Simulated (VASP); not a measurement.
Bi, 2 atoms in the cell. The structure is hexagonal, space group P6_3/mmc (No. 194). Conventional cell: a = 3.573 Å, b = 3.573 Å, c = 5.788 Å, α = 90.00°, β = 90.00°, γ = 120.00°. Within 4.7 Å of Bi (site symmetry -6m2) lie 12 Bi at 3.55 to 3.57 Å. This isn't the form of Bi at room conditions, which is rhombohedral.

```yaml
Program: VASP 6.6.1
Task: relaxation of cell and atoms
Functional: PBEsol
Potentials_or_basis: VASP PAW PBE potentials, release 64 (Bi_d)
Cutoff: 600 eV
k_mesh: 12 × 12 × 7
Occupations: fermi-dirac, width 0.1 eV
Spin: no spin polarisation
Dipole_correction: no
Further_INCAR_settings: ALGO = Normal; EDIFF = 1e-06; IBRION = 2; EDIFFG = -0.005; NSW = 60; ISIF = 3
```

Potentials or basis: VASP PAW PBE potentials, release 64 (Bi_d).

Command:

```sh
$ cat potpaw_PBE.64/Bi_d/POTCAR > POTCAR
$ mpirun -np 1 vasp_std > vasp.out
```

Hardware: 1 thread of Intel(R) Xeon(R) 6975P-C (Granite Rapids), with other jobs on the host.

Q: Estimate the wall time of this run.

A: Run time: 5.1 min on 1 thread of Intel(R) Xeon(R) 6975P-C (Granite Rapids), with other jobs on the host, peak memory 0.26 GiB. Counts: scf iterations 77, k points 76, ion steps 11.
